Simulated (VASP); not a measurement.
Write the native input for VASP 6.6.1 that does the following.

* Task: single point
* Functional: r2SCAN
* Potentials or basis: VASP PAW PBE potentials, release 64 (Li_sv, F)
* Cutoff: 520 eV
* k mesh: 10 × 10 × 10
* Occupations: gaussian, width 0.05 eV
* Spin: no spin polarisation
* Dipole correction: no
* Further INCAR settings: ALGO = Normal; EDIFF = 1e-06; NBANDS = 12

Crystal: LiF.

```
CELL_PARAMETERS angstrom
0.00000 1.95358 2.01400
1.95358 0.00000 2.01400
1.95358 1.95358 0.00000
ATOMIC_POSITIONS crystal
Li 0.00000 0.00000 0.00000
F 0.50000 0.50000 0.50000
```

This cell differs from its parent crystal: strain -0.0300 x Voigt [1, 1, 0, 0, 0, 0].

These files were run (other wordings do the same):

POSCAR

```
LiF
1.0
    0.0000000000      1.9535800000      2.0140000000
    1.9535800000      0.0000000000      2.0140000000
    1.9535800000      1.9535800000      0.0000000000
Li F
1 1
Direct
    0.0000000000      0.0000000000      0.0000000000
    0.5000000000      0.5000000000      0.5000000000
```

INCAR.step1

```
  ALGO = Normal
  EDIFF = 1E-4
  ENCUT = 520
  GGA = PE
  ISMEAR = 0
  LASPH = True
  LCHARG = False
  LREAL = False
  LWAVE = True
  NBANDS = 12
  NELM = 80
  PREC = Accurate
  SIGMA = 0.05
```

INCAR.step2

```
  ALGO = Normal
  EDIFF = 1E-6
  ENCUT = 520
  ISIF = 2
  ISMEAR = 0
  ISTART = 1
  LASPH = True
  LCHARG = False
  LMIXTAU = True
  LREAL = False
  LWAVE = False
  METAGGA = R2SCAN
  NBANDS = 12
  NELM = 80
  PREC = Accurate
  SIGMA = 0.05
```

KPOINTS

```
k-points
0
Gamma
  10 10 10
```

Potentials or basis: VASP PAW PBE potentials, release 64 (Li_sv, F).

Launch:

```console
$ cat potpaw_PBE.64/Li_sv/POTCAR potpaw_PBE.64/F/POTCAR > POTCAR
$ cp INCAR.step1 INCAR
$ mpirun -np 1 vasp_std > vasp.out
$ cp INCAR.step2 INCAR
$ mpirun -np 1 vasp_std > vasp.out
```

Results of the run:

- Band gap on the k mesh: 10.83 eV, direct

Caveat: the cell differs from its parent crystal (strain -0.0300 x Voigt [1, 1, 0, 0, 0, 0]).

It used 32 s of CPU time on 1 thread of Intel(R) Xeon(R) Platinum 8488C (Sapphire Rapids), with other jobs on the host.
